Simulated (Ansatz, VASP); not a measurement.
**One calculation of AlP, two programs**

```
CELL_PARAMETERS angstrom
3.86824 0.00000 0.00000
0.00000 5.47052 0.00000
0.00000 0.00000 3.86824
ATOMIC_POSITIONS crystal
Al 0.00000 0.00000 0.00000
Al 0.50000 0.50000 0.50000
P 0.00000 0.25000 0.50000
P 0.50000 0.75000 0.00000
```

Alike in both runs: functional PBEsol; k mesh 8 × 6 × 8; occupations gaussian, width 0.02 eV; no spin polarisation.

Ansatz relaxed the structure, and its values are those at the end. VASP's run is a single point on that final structure, the one shown.

|  | VASP | Ansatz |
| --- | --- | --- |
| version | VASP 6.6.1 | Ansatz 0.2.0 |
| potentials or method | VASP PAW PBE potentials, release 64 (Al, P), cutoff 500 eV | scalar-relativistic, plane waves, PAW |
| valence electrons in the cell | 16 | 16 |

```tsv
	VASP	Ansatz	Ansatz less VASP
gap on the k mesh at the Fermi level (eV)	1.45	1.45	+0.002
least direct gap on the mesh (eV)	1.45	1.45	+0.002
pressure (GPa)	0.0	0.0	-0.05
```

VASP's potentials were made for PBE, not for PBEsol. Ansatz's warnings: stress scf threshold loose.
